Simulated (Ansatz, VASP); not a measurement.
## AlRu: VASP beside Ansatz

```xyz
4
Lattice="2.6670 0.0000 0.0000 -1.3335 2.3097 0.0000 0.0000 0.0000 7.3398" Properties=species:S:1:pos:R:3 pbc="T T T"
Ru    0.0000    0.0000    0.0000
Ru    0.0000    0.0000    3.6699
Al    0.0000    1.5398    1.8350
Al    1.3335    0.7699    5.5049
```

Change from the starting cell: volume scaled by 0.8, PAW files.

Alike in both runs: task single point; functional PBE; k mesh 11 × 11 × 6; occupations fermi-dirac, width 0.08 eV; no spin polarisation.

|  | VASP | Ansatz |
| --- | --- | --- |
| version | VASP 6.6.1 | Ansatz 0.2.0 |
| potentials or method | VASP PAW PBE potentials, release 64 (Ru_pv, Al) | PAW with Ansatz's default frozen-core files, scalar-relativistic |
| plane-wave cutoff (eV) | 520 | 420 |
| valence electrons in the cell | 34 | 38 |

VASP gave:

```
pressure (GPa)                                                : 69.4
traceless stress, the component that is largest in VASP (GPa) : -0.06
```

Estimate Ansatz's values.

pressure (GPa): 69.2; traceless stress, the component that is largest in VASP (GPa): -0.04.

Both programs put the cell under a high pressure, so it lies far from rest at this level. VASP's potentials hold 34 valence electrons a cell and Ansatz's 38, so a difference there can come from the potentials and not from the codes.

Noted on VASP's run: the cell as given lies far from equilibrium.
